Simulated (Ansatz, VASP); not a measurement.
**NaCl in VASP and in Ansatz**

```
Na Cl
1.0
     0.00000    2.80100    2.80100
     2.80100    0.00000    2.80100
     2.80100    2.80100    0.00000
Na Cl
1 1
Cartesian
  0.0000 0.0000 0.0000
  2.8010 2.8010 2.8010
```

Alike in both runs: functional PBEsol; k mesh 8 × 8 × 8; occupations gaussian, width 0.02 eV; no spin polarisation.

Ansatz relaxed the structure, and its values are those at the end. VASP's run is a single point on that final structure, the one shown.

|  | VASP | Ansatz |
| --- | --- | --- |
| version | VASP 6.6.1 | Ansatz 0.2.0 |
| potentials or method | VASP PAW PBE potentials, release 64 (Na_pv, Cl), cutoff 500 eV | scalar-relativistic, plane waves, PAW |
| valence electrons in the cell | 14 | 16 |

```csv
,VASP,Ansatz,Ansatz less VASP
gap on the k mesh at the Fermi level (eV),5.01,5.01,+0.004
least direct gap on the mesh (eV),5.01,5.01,+0.004
pressure (GPa),0.0,0.0,0.00
```

VASP's potentials were made for PBE, not for PBEsol. The functional is the same, so the differences come from potentials, cutoffs and numerics. VASP's potentials hold 14 valence electrons a cell and Ansatz's 16, so a difference there can come from the potentials and not from the codes.
